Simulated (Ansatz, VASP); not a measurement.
CsPbBr3: VASP beside Ansatz

Contents of INCAR:

```
PREC = Accurate
ENCUT = 520
EDIFF = 1E-6
ISMEAR = -1
SIGMA = 0.1
LREAL = False
LASPH = True
NELM = 60
ALGO = Normal
ISIF = 2
LWAVE = False
LCHARG = False
GGA = PE
NBANDS = 30
```

The input KPOINTS:

```
Automatic mesh
0
Gamma
  5 5 5
```

The input POSCAR:

```
CsPbBr3
1.0
    5.8254600000      0.0000000000      0.0000000000
    0.0000000000      5.8254600000      0.0000000000
    0.0000000000      0.0000000000      5.8254600000
Br Pb Cs
3 1 1
Direct
    0.0000000000      0.5000000000      0.5000000000
    0.5000000000      0.0000000000      0.5000000000
    0.5000000000      0.5000000000      0.0000000000
    0.5000000000      0.5000000000      0.5000000000
    0.0000000000      0.0000000000      0.0000000000
```

Input for Ansatz:

```yaml
crystal:
  lattice:
    - [5.82546, 0.0, 0.0]
    - [0.0, 5.82546, 0.0]
    - [0.0, 0.0, 5.82546]
  atoms:
    - { symbol: Br, position: [0.0, 0.5, 0.5] }
    - { symbol: Br, position: [0.5, 0.0, 0.5] }
    - { symbol: Br, position: [0.5, 0.5, 0.0] }
    - { symbol: Pb, position: [0.5, 0.5, 0.5] }
    - { symbol: Cs, position: [0.0, 0.0, 0.0] }
  symmetry: { tolerance: 0.0003 }
kpoints:
  mp_grid: { grid: [5, 5, 5], shift: [0, 0, 0] }
  band_path:
    path:
      - [0.0, 0.0, 0.0]
      - [0.0, 0.5, 0.0]
      - [0.5, 0.5, 0.0]
      - [0.0, 0.0, 0.0]
      - [0.5, 0.5, 0.5]
      - [0.0, 0.5, 0.0]
      - [0.5, 0.5, 0.5]
      - [0.5, 0.5, 0.0]
    npoints: 8
magnetization:
  spin_polarized: false
scf:
  occupations: { method: fermi_dirac }
  lower_state_search: "off"
  max_iter: 200
hamiltonian:
  pseudopotentials: { kind: paw }
  xc: pbe
basis:
  ecutwfc: 420
  fft_grid_basis: typed
output:
  forces: true
  stress: true
  eigenvalues: true
  bader: true
  populations: true
  elf: true
  write_potential: true
  volumetric_format: npy
  dos:
    e_range: [-12, 8]
    de: 0.05
    projected: { site_lists: { Br: [Br], Cs: [Cs], Pb: [Pb] } }
checkpoint:
  read: saved_state
```

Alike in both runs: task single point; functional PBE; k mesh 5 × 5 × 5; no spin polarisation.

|  | VASP | Ansatz |
| --- | --- | --- |
| version | VASP 6.6.1 | Ansatz 0.2.0 |
| potentials or method | VASP PAW PBE potentials, release 64 (Br, Pb_d, Cs_sv), cutoff 520 eV | PAW plane waves |
| occupations | fermi-dirac, width 0.1 eV | fermi-dirac |
| valence electrons in the cell | 44 | 44 |

```tsv
	VASP	Ansatz	Ansatz less VASP
pressure (GPa)	2.0	2.0	+0.01
```

Spin-orbit coupling is off throughout.
